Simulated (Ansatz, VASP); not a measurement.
# Two plane-wave programs on Lu

The input INCAR:

```
PREC = Accurate
ENCUT = 520
EDIFF = 1E-7
ISMEAR = -1
SIGMA = 0.1
LREAL = False
LASPH = True
NELM = 100
ALGO = Normal
ISIF = 2
LWAVE = False
LCHARG = False
GGA = B5
ALDAX = 1.0
AGGAX = 1.0
AGGAC = 1.0
ALDAC = 0.0
NBANDS = 18
```

KPOINTS

```
Automatic mesh
0
Gamma
  13 13 13
```

POSCAR

```
Lu
1.0
   -2.0133758550      2.0133758550      2.0133758550
    2.0133758550     -2.0133758550      2.0133758550
    2.0133758550      2.0133758550     -2.0133758550
Lu
1
Direct
    0.0000000000      0.0000000000      0.0000000000
```

Input for Ansatz:

```yaml
crystal:
  lattice:
    - [-2.013375855, 2.013375855, 2.013375855]
    - [2.013375855, -2.013375855, 2.013375855]
    - [2.013375855, 2.013375855, -2.013375855]
  atoms:
    - { symbol: Lu, position: [0.0, 0.0, 0.0] }
hamiltonian:
  xc: blyp
  pseudopotentials:
    kind: paw
    azcp:
      Lu: "pseudopotentials/Lu.paw.azcp"
basis:
  ecutwfc: 420
  fft_grid_basis: typed
kpoints:
  mp_grid: { grid: [13, 13, 13], shift: [0, 0, 0] }
magnetization:
  spin_polarized: false
scf:
  occupations: { method: fermi_dirac, width: 0.1 }
  lower_state_search: "off"
output:
  stress: true
```

Alike in both runs: task single point; functional BLYP; k mesh 13 × 13 × 13; occupations fermi-dirac, width 0.1 eV; no spin polarisation.

|  | VASP | Ansatz |
| --- | --- | --- |
| version | VASP 6.6.1 | Ansatz 0.2.0 |
| potentials or method | VASP PAW PBE potentials, release 64 (Lu), cutoff 520 eV | plane waves (420 eV) with PAW, scalar-relativistic |
| valence electrons in the cell | 25 | 25 |

```tsv
	VASP	Ansatz	Ansatz less VASP
pressure (GPa)	-2.7	-2.8	-0.07
```

VASP's potentials were made for PBE, not for BLYP.

Neither program's run includes spin-orbit coupling.
